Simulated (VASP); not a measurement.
Ge:

```
CELL_PARAMETERS angstrom
0.00000 2.82891 2.82891
2.82891 0.00000 2.82891
2.82891 2.82891 0.00000
ATOMIC_POSITIONS crystal
Ge 0.75000 0.75000 0.75000
Ge 0.50000 0.50000 0.50000
```

Program: VASP 6.6.1. Alike in all runs: task single point; potentials or basis VASP PAW PBE potentials, release 64 (Ge_d); cell as given; cutoff (eV) 520.

Problem. Order these runs on this cell by their pressure, lowest first.
A. level PBE-based global hybrid with 50 % exact exchange; spin off; k mesh 5 × 5 × 5; smearing fermi-dirac 0.05 eV; grid for exact exchange (PRECFOCK) Normal; share of exact exchange 0.5
B. level PBE; spin non-collinear, zero start, SOC; k mesh 8 × 8 × 8; smearing fermi-dirac 0.05 eV
C. level BLYP; spin collinear; k mesh 8 × 8 × 8; smearing methfessel-paxton 0.05 eV

Solution. A (-1.7 GPa), B (3.6 GPa), C (7.5 GPa).

Caveats: the cell stands under pressure (at least some runs); the PAW data sets were made with another functional, which shifts forces and pressure a little (at least some runs).
